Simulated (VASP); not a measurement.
Wanted: the native input for a VASP 6.6.1 run.

- Task: single point
- Functional: BLYP
- Dispersion: D3(BJ)
- Potentials or basis: VASP PAW PBE potentials, release 64 (Co, O)
- Cutoff: 520 eV
- k mesh: 11 × 11 × 11
- Occupations: fermi-dirac, width 0.05 eV
- Spin: collinear spin, ferromagnetic start
- Starting moments: [2.0, 0.0] μB
- Dipole correction: no
- Further INCAR settings: ALGO = Normal; EDIFF = 1e-07; NBANDS = 18

The structure of CoO lies in POSCAR:

```
CoO
1.0
    0.0000000000      2.1456163054      2.1456163054
    2.1456163054      0.0000000000      2.1456163054
    2.1456163054      2.1456163054      0.0000000000
Co O
1 1
Direct
    0.0000000000      0.0000000000      0.0000000000
    0.5000000000      0.5000000000      0.5000000000
```

The input as run:

INCAR

```
PREC     = Accurate       # precision mode
ENCUT    = 520            # plane-wave cutoff, eV
EDIFF    = 1E-7           # SCF threshold, eV
ISMEAR   = -1             # smearing method
SIGMA    = 0.05           # smearing width, eV
LREAL    = F              # projectors in reciprocal space
LASPH    = T              # aspherical terms in the spheres
NELM     = 150            # most SCF steps
ALGO     = Normal         # electronic algorithm
ISIF     = 2              # what is computed and relaxed
LWAVE    = F              # write WAVECAR
LCHARG   = F              # write CHGCAR
ISPIN    = 2              # spin polarisation
MAGMOM   = 2 0            # initial moments
LORBIT   = 11             # projections on sites
LMAXMIX  = 4              # l up to which the mixer works
GGA      = B5             # functional
ALDAX    = 1.0          
AGGAX    = 1.0          
AGGAC    = 1.0          
ALDAC    = 0.0          
IVDW     = 12             # dispersion correction
VDW_S6   = 1.0          
VDW_S8   = 2.6996       
VDW_A1   = 0.4298       
VDW_A2   = 4.2359       
NBANDS   = 18             # bands
```

KPOINTS

```
regular mesh
0
Gamma
  11 11 11
```

Potentials or basis: VASP PAW PBE potentials, release 64 (Co, O).

The run is started by

```bash
$ cat potpaw_PBE.64/Co/POTCAR potpaw_PBE.64/O/POTCAR > POTCAR
$ mpirun -np 1 vasp_std > vasp.out
```

It gave:

The pressure is -8.0 GPa. The net moment is 2.83 μB per cell. The site moments are Co +2.49; O +0.29 μB and the valence electrons inside the program's atomic spheres are Co 7.78; O 4.98. The dispersion energy per atom is -0.545 eV.

Caveat: the PAW data sets were made with another functional, which shifts forces and pressure a little; a cell with one magnetic atom can't hold antiferromagnetic order, which such compounds often take; pairwise dispersion overbinds metals, which lowers pressure and volume.

Wall time 39 s on 1 thread of Intel(R) Xeon(R) Platinum 8259CL CPU @ 2.50GHz (Skylake/Cascade Lake) (shared host), peak memory 0.18 GiB.
